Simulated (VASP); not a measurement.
Set up this calculation in VASP 6.6.1, as the native input.

```
Task                   : single point
Functional             : PBE
Potentials or basis    : VASP PAW PBE potentials, release 64 (Ba_sv)
Cutoff                 : 520 eV
k mesh                 : 6 × 6 × 1
Occupations            : fermi-dirac, width 0.1 eV
Spin                   : no spin polarisation
Dipole correction      : yes
Further INCAR settings : ALGO = Normal; EDIFF = 1e-07; NBANDS = 22
```

The structure of Ba lies in POSCAR:

```
Ba
1.0
    7.1064158584      0.0000000000      0.0000000000
   -3.5532079292      6.1543366632      0.0000000000
    0.0000000000      0.0000000000     22.9012000000
Ba
3
Direct
    0.1666666665      0.3333333335      0.4366587314
    0.5000000005      0.9999999995      0.4999999998
    0.8333333335      0.6666666665      0.5633412686
```

The input as run:

INCAR

```
ALGO = Normal ; DIPOL = 0.5 0.5 0.500
EDIFF = 1E-7 ; ENCUT = 520
GGA = PE ; IDIPOL = 3
ISIF = 2 ; ISMEAR = -1
LASPH = T ; LCHARG = T
LDIPOL = T ; LELF = T
LREAL = F ; LVACPOTAV = T
LVHAR = T ; LWAVE = F
NBANDS = 22 ; NELM = 80
PREC = Accurate ; SIGMA = 0.1
```

KPOINTS

```
k-points
0
Gamma
  6 6 1
```

Potentials or basis: VASP PAW PBE potentials, release 64 (Ba_sv).

Command:

```bash
$ cat potpaw_PBE.64/Ba_sv/POTCAR > POTCAR
$ mpirun -np 1 vasp_std > vasp.out
```

Results of the run:

* Largest force: 0.234 eV/Å
* Band gap on the k mesh: zero (band 15 reaches -1.50 eV, above the bottom of band 16 at -1.51 eV)

Caveat: spin-orbit coupling is left out, which moves the levels of the heavy elements.

It took 7.9 min on 1 thread of AMD EPYC 7R43 64-Core Processor (Zen 3), on a shared host, peak memory 0.91 GiB.
